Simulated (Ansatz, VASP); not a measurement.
As in VASP and in Ansatz

File INCAR:

```
ALGO = Normal ; EDIFF = 1E-6
ENCUT = 520 ; GGA = PS
ISIF = 2 ; ISMEAR = 0
LASPH = T ; LCHARG = F
LREAL = F ; LWAVE = F
NBANDS = 12 ; NELM = 100
PREC = Accurate ; SIGMA = 0.15
```

The input KPOINTS:

```
k-points
0
Gamma
  18 18 18
```

POSCAR

```
As
1.0
    2.0442275350      1.1802353176      3.4857700000
   -2.0442275350      1.1802353176      3.4857700000
    0.0000000000     -2.3604706353      3.4857700000
As
2
Direct
    0.2275400000      0.2275400000      0.2275400000
    0.7724600000      0.7724600000      0.7724600000
```

Input for Ansatz:

```yaml
crystal:
  lattice:
    - [2.044227535, 1.1802353176, 3.48577]
    - [-2.044227535, 1.1802353176, 3.48577]
    - [0.0, -2.3604706353, 3.48577]
  atoms:
    - { symbol: As, position: [0.22754, 0.22754, 0.22754] }
    - { symbol: As, position: [0.77246, 0.77246, 0.77246] }
basis:
  ecutwfc: 420
kpoints:
  mp_grid: { grid: [18, 18, 18] }
hamiltonian:
  xc: pbesol
scf:
  occupations: { method: gaussian, width: 0.15 }
output:
  forces: true
  stress: true
  eigenvalues: true
```

Change from the starting cell: strain +0.0875 x Voigt [1, 1, 0, 0, 0, 0], atoms carried along.

Alike in both runs: task single point; functional PBEsol; k mesh 18 × 18 × 18; occupations gaussian, width 0.15 eV; no spin polarisation.

|  | VASP | Ansatz |
| --- | --- | --- |
| version | VASP 6.6.1 | Ansatz 0.2.0 |
| potentials or method | VASP PAW PBE potentials, release 64 (As), cutoff 520 eV | scalar-relativistic, plane waves, PAW |
| valence electrons in the cell | 10 | 30 |

VASP gave:

| Quantity | Value |
| --- | --- |
| gap on the k mesh at the Fermi level (eV) | none |
| pressure (GPa) | -9.8 |
| traceless stress, the component that is largest in VASP (GPa) | 4.09 |
| rms of the force components (eV/Å) | 0.247 |

Estimate Ansatz's values.

gap on the k mesh at the Fermi level (eV): none; pressure (GPa): -9.9; traceless stress, the component that is largest in VASP (GPa): 4.14; rms of the force components (eV/Å): 0.261.

VASP's potentials were made for PBE, not for PBEsol. Atom by atom the forces differ by 0.014 eV/Å (rms over components). A gap of «none» marks a metal or a gap that the smearing closes. VASP's potentials hold 10 valence electrons a cell and Ansatz's 30, so a difference there can come from the potentials and not from the codes.
